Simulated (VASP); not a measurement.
Set up this calculation in VASP 6.6.1, as the native input.

| Quantity | Value |
| --- | --- |
| Task | electric field gradients |
| Functional | PBEsol |
| Potentials or basis | VASP PAW PBE potentials, release 64 (Ba_sv, S) |
| Cutoff | 520 eV |
| k mesh | 8 × 8 × 8 |
| Occupations | fermi-dirac, width 0.02 eV |
| Spin | no spin polarisation |
| Dipole correction | no |
| Further INCAR settings | ALGO = Normal; EDIFF = 1e-08; NBANDS = 15 |

The structure of BaS lies in POSCAR:

```
BaS
1.0
    0.0000000000      3.2563884516      3.2563884516
    3.2563884516      0.0000000000      3.2563884516
    3.2563884516      3.2563884516      0.0000000000
Ba S
1 1
Direct
    0.0000000000      0.0000000000      0.0000000000
    0.5000000000      0.5000000000      0.5000000000
```

The input as run:

INCAR

```
PREC     = Accurate       # precision mode
ENCUT    = 520            # plane-wave cutoff, eV
EDIFF    = 1E-8           # SCF threshold, eV
ISMEAR   = -1             # smearing method
SIGMA    = 0.02           # smearing width, eV
LREAL    = False          # projectors in reciprocal space
LASPH    = True           # aspherical terms in the spheres
NELM     = 80             # most SCF steps
ALGO     = Normal         # electronic algorithm
ISIF     = 2              # what is computed and relaxed
LWAVE    = False          # write WAVECAR
LCHARG   = False          # write CHGCAR
GGA      = PS             # functional
LEFG     = True         
NBANDS   = 15             # bands
```

KPOINTS

```
Automatic mesh
0
Gamma
  8 8 8
```

Potentials or basis: VASP PAW PBE potentials, release 64 (Ba_sv, S).

Command:

```console
$ cat potpaw_PBE.64/Ba_sv/POTCAR potpaw_PBE.64/S/POTCAR > POTCAR
$ mpirun -np 1 vasp_std > vasp.out
```

It gave:

```json
{
  "Pressure": "-2.8 GPa",
  "Band gap on the k mesh": "2.08 eV (least direct gap 2.25 eV)",
  "Largest electric field gradient by atom": "zero within the noise of the run"
}
```

Caveat: the PAW data sets were made with another functional, which shifts forces and pressure a little; spin-orbit coupling is left out, which moves the levels of the heavy elements.

It took 47 s on 1 thread of Intel Xeon 8259CL, with other jobs on the host, peak memory 0.21 GiB.
